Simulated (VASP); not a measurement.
# B: single point with PBE

B:

```xyz
1
Lattice="2.3494 -0.0102 0.0154 -0.0102 2.3347 0.0423 0.0104 0.0286 1.5920" Properties=species:S:1:pos:R:3 pbc="T T T"
B     1.1810    1.2070    0.8300
```

This cell differs from its parent crystal: the cell strained at random.

| Property | Result |
| --- | --- |
| Program | VASP 6.6.1 |
| Task | single point |
| Functional | PBE |
| Potentials or basis | VASP PAW PBE potentials, release 64 (B) |
| Cutoff | 520 eV |
| k mesh | 11 × 11 × 16 |
| Occupations | fermi-dirac, width 0.05 eV |
| Spin | no spin polarisation |

```yaml
Pressure: -1.8 GPa
```

Stress tensor (GPa, compression positive):
```
-1.19  0.54  1.35
 0.54 -0.19  2.26
 1.35  2.26 -4.17
```

Levels at points of the mesh, in eV from the Fermi level:
```csv
k point,band 1,band 2,band 3,band 4,band 5
"(0.00, 0.00, 0.00)",-14.00,4.39,4.62,14.33,15.51
"(0.00, 0.00, 0.50)",-5.98,1.27,13.39,13.49,21.46
```

Run time: 26 s on 1 thread of AMD EPYC 9R45 96-Core Processor (Zen 5), with other jobs on the host, peak memory 0.12 GiB.

Caveat: the cell differs from its parent crystal (the cell strained at random).
